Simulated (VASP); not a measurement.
# HfN (I-4m2) in VASP: notebook

The runs below take HfN through single point, with r2SCAN.

All numbers are computed with VASP 6.6.1; they aren't measurements. Logs are shortened: lines on timing, memory, paths and dates and some standing lists are left out, and cuts for length are marked.

### 1 The cell of the first run

The structure is tetragonal, space group I-4m2 (No. 119). Conventional cell: a = 3.459 Å, b = 3.459 Å, c = 5.038 Å, α = 90.00°, β = 90.00°, γ = 90.00°. Within 2.8 Å of Hf (site symmetry -4m2) lie 4 N at 2.14 Å. N (site symmetry -4m2) has 4 Hf at 2.14 Å within 2.8 Å.

### 2 Single point, r2SCAN (strain +0.000 along x and y, +0.030 along z)

POSCAR reads:

```
HfN
1.0
    0.0000000000      2.4458088209      2.5191830855
    2.4458088209      0.0000000000      2.5191830855
    2.4458088209      2.4458088209      0.0000000000
Hf N
1 1
Direct
    0.0000000000      0.0000000000      0.0000000000
    0.7500000000      0.7500000000      0.7500000000
```

INCAR.step1 reads:

```
SYSTEM = HfN
ALGO     = Normal         ! electronic algorithm
EDIFF    = 1E-4           ! SCF threshold, eV
ENCUT    = 520            ! plane-wave cutoff, eV
GGA      = PE             ! functional
ISMEAR   = 0              ! smearing method
LASPH    = .True.         ! aspherical terms in the spheres
LCHARG   = .False.        ! write CHGCAR
LREAL    = .False.        ! projectors in reciprocal space
LWAVE    = .True.         ! write WAVECAR
NBANDS   = 14             ! bands
NELM     = 80             ! most SCF steps
PREC     = Accurate       ! precision mode
SIGMA    = 0.15           ! smearing width, eV
```

INCAR.step2 reads:

```
SYSTEM = HfN
ALGO     = Normal         ! electronic algorithm
EDIFF    = 1E-6           ! SCF threshold, eV
ENCUT    = 520            ! plane-wave cutoff, eV
ISIF     = 2              ! what is computed and relaxed
ISMEAR   = 0              ! smearing method
ISTART   = 1            
LASPH    = .True.         ! aspherical terms in the spheres
LCHARG   = .False.        ! write CHGCAR
LMIXTAU  = .True.       
LREAL    = .False.        ! projectors in reciprocal space
LWAVE    = .False.        ! write WAVECAR
METAGGA  = R2SCAN         ! meta-GGA
NBANDS   = 14             ! bands
NELM     = 80             ! most SCF steps
PREC     = Accurate       ! precision mode
SIGMA    = 0.15           ! smearing width, eV
```

KPOINTS reads:

```
k-points
0
Gamma
  22 22 22
  0 0 0
```

Potentials or basis: VASP PAW PBE potentials, release 64 (Hf_pv, N).

Started as:

```console
$ cat potpaw_PBE.64/Hf_pv/POTCAR potpaw_PBE.64/N/POTCAR > POTCAR
$ cp INCAR.step1 INCAR
$ mpirun -np 1 vasp_std > vasp.out
$ cp INCAR.step2 INCAR
$ mpirun -np 1 vasp_std > vasp.out
```

OUTCAR:

```text
SYSTEM = HfN
   EDIFF = 1E-6
   ENCUT = 520
   ISIF = 2
   ISMEAR = 0
   ISTART = 1
   LASPH = .True.
   LREAL = .False.
   METAGGA = R2SCAN
   NELM = 80
   PREC = Accurate

 ion  position               nearest neighbor table
   1  0.000  0.000  0.000-   2 2.14   2 2.14   2 2.14   2 2.14
   2  0.750  0.750  0.750-   1 2.14   1 2.14   1 2.14   1 2.14

  LATTYP: Found a body centered tetragonal cell.
 ALAT       =     3.4588960055
 C/A-ratio  =     1.4566399692

  Lattice vectors:

 A1 = (  -2.4458088209,   0.0000000000,   2.5191830855)
 A2 = (   2.4458088209,   0.0000000000,   2.5191830855)
 A3 = (   0.0000000000,   2.4458088209,  -2.5191830855)

Analysis of symmetry for initial positions (statically):
=====================================================================
 Subroutine PRICEL returns:
 Original cell was already a primitive cell.

 Routine SETGRP: Setting up the symmetry group for a
 body centered tetragonal supercell.

 Subroutine GETGRP returns: Found  8 space group operations
 (whereof  8 operations were pure point group operations)
 out of a pool of 16 trial point group operations.

The static configuration has the point symmetry D_2d.

Analysis of symmetry for dynamics (positions and initial velocities):
=====================================================================
 Subroutine PRICEL returns:
 Original cell was already a primitive cell.

 Routine SETGRP: Setting up the symmetry group for a
 body centered tetragonal supercell.

 Subroutine GETGRP returns: Found  8 space group operations
 (whereof  8 operations were pure point group operations)
 out of a pool of 16 trial point group operations.

The dynamic configuration has the point symmetry D_2d.

 Subroutine INISYM returns: Found  8 space group operations
 (whereof  8 operations are pure point group operations),
 and found     1 'primitive' translations

----------------------------------------------------------------------------------------

                                     Primitive cell

  volume of cell :      30.1394

  direct lattice vectors                    reciprocal lattice vectors
     0.000000000  2.445808821  2.519183085    -0.204431350  0.204431350  0.198477039
     2.445808821  0.000000000  2.519183085     0.204431350 -0.204431350  0.198477039
     2.445808821  2.445808821  0.000000000     0.204431350  0.204431350 -0.198477039

  length of vectors
     3.511162800  3.511162800  3.458896005     0.350681464  0.350681464  0.350681464

  position of ions in fractional coordinates (direct lattice)
     0.000000000  0.000000000  0.000000000
     0.750000000  0.750000000  0.750000000

  ion indices of the primitive-cell ions
   primitive index   ion index
                 1           1
                 2           2

----------------------------------------------------------------------------------------

 KPOINTS: k-points

Automatic generation of k-mesh.
 Grid dimensions read from file:
 generate k-points for:   22   22   22

 Generating k-lattice:

  Cartesian coordinates                     Fractional coordinates (reciprocal lattice)
    -0.009292334  0.009292334  0.009021684     0.045454545 -0.000000000  0.000000000
     0.009292334 -0.009292334  0.009021684    -0.000000000  0.045454545  0.000000000
     0.009292334  0.009292334 -0.009021684     0.000000000  0.000000000  0.045454545

  Length of vectors
     0.015940067  0.015940067  0.015940067

  Shift w.r.t. Gamma in fractional coordinates (k-lattice)
     0.000000000  0.000000000  0.000000000

 Subroutine IBZKPT returns following result:
 ===========================================

 Found    834 irreducible k-points:

 Following reciprocal coordinates:
            Coordinates               Weight
  0.000000  0.000000  0.000000      1.000000
  0.045455  0.000000  0.000000      8.000000
  0.090909  0.000000  0.000000      8.000000
  0.136364  0.000000  0.000000      8.000000
  0.181818 -0.000000  0.000000      8.000000
  0.227273 -0.000000  0.000000      8.000000
[... 16 lines left out ...]
  0.500000  0.045455  0.000000      8.000000
 -0.454545  0.045455  0.000000      8.000000
 [... further k-points ...]
   k-points           NKPTS =    834   k-points in BZ     NKDIM =    834   number of bands    NBANDS=     14
   number of dos      NEDOS =    301   number of ions     NIONS =      2
   total plane-waves  NPLWV =  21952
   dimension x,y,z NGX =    28 NGY =   28 NGZ =   28
   dimension x,y,z NGXF=    56 NGYF=   56 NGZF=   56
   ions per type =               1   1
   NGX,Y,Z   is equivalent  to a cutoff of  13.26, 13.26, 13.46 a.u.
   NGXF,Y,Z  is equivalent  to a cutoff of  26.51, 26.51, 26.92 a.u.
 SYSTEM =  HfN
   PREC   = accura    normal or accurate (medium, high low for compatibility)
   ISTART =      1    job   : 0-new  1-cont  2-samecut
   ICHARG =      0    charge: 1-file 2-atom 10-const
   ISPIN  =      1    spin polarized calculation?
   LNONCOLLINEAR =      F non collinear calculations
   LSORBIT =      F    spin-orbit coupling
   LASPH  =      T    aspherical Exc in radial PAW
   ENCUT  =  520.0 eV  38.22 Ry    6.18 a.u.   6.53  6.53  6.43*2*pi/ulx,y,z
   NELM   =     80;   NELMIN=  2; NELMDL=  0     # of ELM steps
   EDIFF  = 0.1E-05   stopping-criterion for ELM
   LREAL  =      F    real-space projection
   EDIFFG = 0.1E-04   stopping-criterion for IOM
   NSW    =      0    number of steps for IOM
   IBRION =     -1    ionic relax: 0-MD 1-quasi-New 2-CG
   NFREE  =      0    steps in history (QN), initial steepest desc. (CG)
   ISIF   =      2    stress and relaxation
   ISYM   =      2    0-nonsym 1-usesym 2-fastsym
   POTIM  = 0.5000    time-step for ionic-motion
   TEBEG  =    0.0;   TEEND  =   0.0 temperature during run
   PSTRESS=    0.0 pullay stress
   NELECT =      15.0000    total number of electrons
   NUPDOWN=      -1.0000    fix difference up-down
   EMIN   =  10.00;   EMAX   =-10.00  energy-range for DOS
   EFERMI =   0.00;   METHOD = LEGACY
   ISMEAR =     0;   SIGMA  =   0.15  broadening in eV -4-tet -1-fermi 0-gaus
   EFERMI_NEDOS =   21; number of points for ismear=-14 and -15
   IALGO  =     38    algorithm
   IMIX   =      4    mixing-type and parameters
     AMIX     =   0.40;   BMIX     =  1.00
     AMIX_MAG =   1.60;   BMIX_MAG =  1.00
  volume/ion in A,a.u.               =      15.07       101.70
  Fermi-wavevector in a.u.,A,eV,Ry     =   1.297360  2.451654 22.900533  1.683142
  Thomas-Fermi vector in A             =   2.428757
   LORBIT       =      0    0 simple, 1 ext, 2 COOP (PROOUT), +10 PAW based schemes
   METAGGA = R2SCAN    functional components
   LHFCALC =     F    Hartree Fock is set to
   AEXX    =    0.0000 exact exchange contribution
   IVDW    =     0    specifies the selected vdW correction
   LEPSILON=     F    determine dielectric tensor
   LRPA    =     F    only Hartree local field effects (RPA)
 non-spin polarized calculation
 Gauss-broadening in eV      SIGMA  =   0.15
  energy-cutoff  :      520.00
  volume of cell :       30.14
 maximum number of plane-waves:       831
 NGX is ok and might be reduce to    28
   NGX = 13   NGY = 13   NGZ = 13

 number of electron      14.9999999 magnetization

 Free energy of the ion-electron system (eV)
  ---------------------------------------------------
  ext. energy  EPLUGINS =         0.00000000
  ---------------------------------------------------
  free energy    TOTEN  =       -57.68693151 eV

  energy without entropy =      -57.67998195  energy(sigma->0) =      -57.68345673

 E-fermi :   5.6657     XC(G=0): -11.8513

 val. band max:        5.6609381509   @ k =  -0.3636   0.0000   0.2273
 cond. band min:       5.6667663104   @ k =   0.3636   0.0909   0.2727
 fundamental gap:      0.0058281595
 Fermi energy:         5.6657050208

 k-point     1 :       0.0000    0.0000    0.0000
  band No.  band energies     occupation
      1     -26.7876      2.00000
      2     -26.7876      2.00000
      3     -26.7794      2.00000
      4     -11.5036      2.00000
      5      -0.1377      2.00000
      6      -0.0469      2.00000
      7      -0.0469      2.00000
      8       4.9070      2.00000
      9       7.8716      0.00000
     10       8.2375      0.00000
     11      12.0893      0.00000
     12      12.5742      0.00000
     13      12.5742      0.00000
     14      16.7389      0.00000

 k-point     2 :       0.0455    0.0000    0.0000
  band No.  band energies     occupation
      1     -26.7959      2.00000
      2     -26.7887      2.00000
      3     -26.7822      2.00000
      4     -11.4801      2.00000
      5      -0.1559      2.00000
      6      -0.0652      2.00000
      7      -0.0309      2.00000
      8       5.0273      2.00000
      9       7.8378      0.00000
     10       8.1956      0.00000
     11      12.1047      0.00000
     12      12.5508      0.00000
     13      12.6225      0.00000
     14      16.7389      0.00000

 k-point     3 :       0.0909    0.0000    0.0000
  band No.  band energies     occupation
      1     -26.8232      2.00000
      2     -26.7918      2.00000
      3     -26.7869      2.00000
      4     -11.4118      2.00000
      5      -0.2677      2.00000
      6      -0.0431      2.00000
      7       0.0155      2.00000
      8       5.3612      1.99591
      9       7.7521      0.00000
     10       8.0869      0.00000
     11      12.0694      0.00000
     12      12.5554      0.00000
     13      12.7422      0.00000
     14      16.7388      0.00000
[... 324 lines left out ...]
 k-point    23 :       0.5000    0.0455    0.0000
  band No.  band energies     occupation
      1     -27.2334      2.00000
      2     -26.8549      2.00000
      3     -26.8422      2.00000
      4     -10.4679      2.00000
      5      -0.3864      2.00000
      6       0.4251      2.00000
      7       0.6296      2.00000
      8       7.0906      0.00000
      9       8.4204      0.00000
     10       8.5453      0.00000
     11      10.3432      0.00000
     12      11.0140      0.00000
     13      11.2086      0.00000
     14      15.2947      0.00000

 k-point    24 :      -0.4545    0.0455    0.0000
  band No.  band energies     occupation
      1     -27.2313      2.00000
      2     -26.8555      2.00000
      3     -26.8404      2.00000
      4     -10.4737      2.00000
      5      -0.4007      2.00000
      6       0.4271      2.00000
      7       0.6206      2.00000
      8       7.1211      0.00000
      9       8.3788      0.00000
     10       8.5665      0.00000
     11      10.3404      0.00000
     12      11.1032      0.00000
     13      11.1847      0.00000
     14      15.2344      0.00000

 [... further k-points ...]
[... 5 lines left out ...]
  --------------------------------------------------------------------------------------
  -------------------------------------------------------------------------------------
  Total       -1.0050704     -1.0050704     -1.9725438      0.0000000      0.0000000      0.0000000
  in kB      -53.4284213    -53.4284213   -104.8582263      0.0000000      0.0000000      0.0000000
  external PRESSURE =     -70.5716897 kB  Pullay stress =       0.0000000 kB

 VOLUME and BASIS-vectors are now :
 -----------------------------------------------------------------------------
  energy-cutoff  :      520.00
  volume of cell :       30.14
      direct lattice vectors                 reciprocal lattice vectors
     0.000000000  2.445808821  2.519183085    -0.204431350  0.204431350  0.198477039
     2.445808821  0.000000000  2.519183085     0.204431350 -0.204431350  0.198477039
     2.445808821  2.445808821  0.000000000     0.204431350  0.204431350 -0.198477039

 POSITION                                       TOTAL-FORCE (eV/Angst)
 -----------------------------------------------------------------------------------
      0.00000      0.00000      0.00000         0.000000      0.000000      0.000000
      3.66871      3.66871      3.77877        -0.000000     -0.000000     -0.000000
 -----------------------------------------------------------------------------------
    total drift:                               -0.000001     -0.000001     -0.000001

  FREE ENERGIE OF THE ION-ELECTRON SYSTEM (eV)
  ---------------------------------------------------
  free  energy   TOTEN  =       -57.6869315087 eV

  energy  without entropy=      -57.6799819489  energy(sigma->0) =      -57.68345673
```

Wall time 28 min (1 thread of Oxide Virtual Turin-like, shared host); peak memory 0.44 GiB.

Results:

```yaml
Free_energy: -57.6869 eV
Pressure: -7.1 GPa
Band_gap_on_the_k_mesh: zero (an odd number of electrons rules out a gap without spin polarisation)
```

Stress tensor (GPa, compression positive):
```
 -5.34   0.00   0.00
  0.00  -5.34   0.00
  0.00   0.00 -10.49
```

Levels at points of the mesh, in eV from the Fermi level:
```csv
k point,band 5,band 6,band 7,band 8,band 9,band 10,band 11,band 12
"(0.00, 0.00, 0.00)",-5.80,-5.71,-5.71,-0.76,2.21,2.57,6.42,6.91
"(0.50, 0.00, 0.00)",-6.06,-5.22,-5.06,1.50,2.87,2.93,4.53,5.33
"(0.50, 0.50, 0.00)",-7.15,-3.88,-3.88,-1.41,2.34,4.21,4.70,4.70
"(0.50, 0.00, 0.50)",-7.08,-4.02,-3.92,-1.22,2.39,4.23,4.68,4.75
```

Caveat: the cell differs from its parent crystal (strain +0.000 along x and y, +0.030 along z); the stress differs along the axes, from -10 to -5 GPa; the PAW data sets were made with another functional, which shifts forces and pressure a little; spin-orbit coupling is left out, which moves the levels of the heavy elements.

(Part 1 of 2 ends here.)
